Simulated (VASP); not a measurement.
Here is a VASP 6.6.1 calculation.

INCAR

```
ALGO = Normal
EDIFF = 1E-7
ENCUT = 520
GGA = PE
ISIF = 2
ISMEAR = -1
LASPH = T
LCHARG = T
LELF = T
LREAL = F
LVHAR = T
LWAVE = F
NBANDS = 19
NELM = 60
PREC = Accurate
SIGMA = 0.1
```

KPOINTS

```
k-points
0
Gamma
  19 19 10
```

Contents of POSCAR:

```
Zn
1.0
    2.3672296864      0.0000000000      0.0000000000
   -1.1836148432      2.0500810450      0.0000000000
    0.0000000000      0.0000000000      3.8120215322
Zn
2
Direct
    0.3333333333      0.6666666667      0.2500000000
    0.6666666667      0.3333333333      0.7500000000
```

Potentials or basis: VASP PAW PBE potentials, release 64 (Zn).

Command:

```bash
$ cat potpaw_PBE.64/Zn/POTCAR > POTCAR
$ mpirun -np 1 vasp_std > vasp.out
```

Task: Estimate the band gap on the k mesh.

Result: Zero (band 12 reaches 9.74 eV, above the bottom of band 13 at 7.56 eV).

Task: What does it give for the pressure?

Result: 122.2 GPa.
